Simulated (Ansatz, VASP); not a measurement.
**Ba2CuSO2: VASP beside Ansatz**

```
Ba Cu S O
1.0
     4.09899    0.00000    0.00000
     0.00000    4.09899    0.00000
     0.00000    0.00000    7.59238
Ba Cu S O
2 1 1 2
Direct
  0.50000 0.50000 0.75746
  0.50000 0.50000 0.24254
  0.00000 0.00000 0.50000
  0.00000 0.00000 0.00000
  0.00000 0.50000 0.50000
  0.50000 0.00000 0.50000
```

Alike in both runs: task single point; functional PBEsol; dispersion D3(BJ); k mesh 6 × 6 × 3; occupations fermi-dirac, width 0.1 eV; no spin polarisation.

|  | VASP | Ansatz |
| --- | --- | --- |
| version | VASP 6.6.1 | Ansatz 0.2.0 |
| potentials or method | VASP PAW PBE potentials, release 64 (Ba_sv, Cu, S, O), cutoff 520 eV | plane waves, PAW |
| valence electrons in the cell | 49 | 57 |

Ansatz gave:

```
pressure (GPa)                                                : -10.5
traceless stress, the component that is largest in VASP (GPa) : 0.84
```

Q: Estimate VASP's values.

A: Pressure (GPa): -9.5; traceless stress, the component that is largest in VASP (GPa): 0.90.

VASP's potentials were made for PBE, not for PBEsol. VASP's potentials hold 49 valence electrons a cell and Ansatz's 57, so a difference there can come from the potentials and not from the codes.

Spin-orbit coupling is off throughout.
